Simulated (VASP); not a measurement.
LaGaF4, 6 atoms in the cell. The structure is tetragonal, space group P4/mmm (No. 123). Conventional cell: a = 3.818 Å, b = 3.818 Å, c = 5.495 Å, α = 90.00°, β = 90.00°, γ = 90.00°. Within 3.2 Å of La (site symmetry 4/mmm) lie 8 F at 2.41 Å. Ga (site symmetry 4/mmm) has 8 F at 2.30 Å within 3.0 Å. Within 3.0 Å of F (site symmetry 2mm) lie 2 Ga at 2.30 Å and 2 La at 2.41 Å and 6 F at 2.56 to 2.94 Å. The cell was generated, and may not be a known phase.

- Program: VASP 6.6.1
- Task: single point
- Functional: PBE
- Potentials or basis: VASP PAW PBE potentials, release 64 (La, Ga_d, F)
- Cutoff: 520 eV
- k mesh: 4 × 4 × 4
- Occupations: gaussian, width 0.1 eV
- Spin: no spin polarisation
- Dipole correction: no
- Further INCAR settings: ALGO = Normal; EDIFF = 1e-06; NBANDS = 35

Potentials or basis: VASP PAW PBE potentials, release 64 (La, Ga_d, F).

The run is started by

```bash
$ cat potpaw_PBE.64/La/POTCAR potpaw_PBE.64/Ga_d/POTCAR potpaw_PBE.64/F/POTCAR > POTCAR
$ mpirun -np 1 vasp_std > vasp.out
```

Hardware: 1 thread of AMD EPYC 7R43 64-Core Processor (Zen 3) (shared host).

How long does it take, and how much memory?

Wall time 54 s on 1 thread of AMD EPYC 7R43 64-Core Processor (Zen 3) (shared host), peak memory 0.18 GiB. Counts: scf iterations 14, k points 18.
